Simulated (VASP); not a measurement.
Set up this calculation in VASP 6.6.1, as the native input.

```yaml
Task: relaxation of the atoms
Functional: PBE
Potentials_or_basis: VASP PAW PBE potentials, release 64 (Ga_d, As)
Cutoff: 520 eV
k_mesh: 13 × 13 × 13
Occupations: fermi-dirac, width 0.02 eV
Spin: no spin polarisation
Dipole_correction: no
Further_INCAR_settings: ALGO = Normal; EDIFF = 1e-06; IBRION = 2; EDIFFG = -0.02; NSW = 80
```

The structure of GaAs lies in POSCAR:

```
GaAs
1.0
    0.0000000000      2.7886446409      2.7886446409
    2.7886446409      0.0000000000      2.7886446409
    2.7886446409      2.7886446409      0.0000000000
Ga As
1 1
Direct
    0.0000000000      0.0000000000      0.0000000000
    0.2500000000      0.2500000000      0.2500000000
```

The input as run:

INCAR

```
SYSTEM = GaAs
ALGO = Normal ; EDIFF = 1E-6
EDIFFG = -0.02 ; ENCUT = 520
GGA = PE ; IBRION = 2
ISIF = 2 ; ISMEAR = -1
LASPH = .True. ; LCHARG = .False.
LREAL = .False. ; LWAVE = .False.
NELM = 100 ; NSW = 80
PREC = Accurate ; SIGMA = 0.02
```

KPOINTS

```
k-points
0
Gamma
  13 13 13
  0 0 0
```

Potentials or basis: VASP PAW PBE potentials, release 64 (Ga_d, As).

Command:

```bash
$ cat potpaw_PBE.64/Ga_d/POTCAR potpaw_PBE.64/As/POTCAR > POTCAR
$ mpirun -np 1 vasp_std > vasp.out
```

It gave:

```yaml
Pressure_after_relaxing: 6.9 GPa
Band_gap_on_the_k_mesh: 0.83 eV
```

Caveat: the relaxation stopped at its first step, so nothing moved; an odd mesh through Γ misses points on the zone boundary, where band edges can lie.

Wall time 83 s on 1 thread of Intel Xeon 8259CL, with other jobs on the host, peak memory 0.2 GiB.
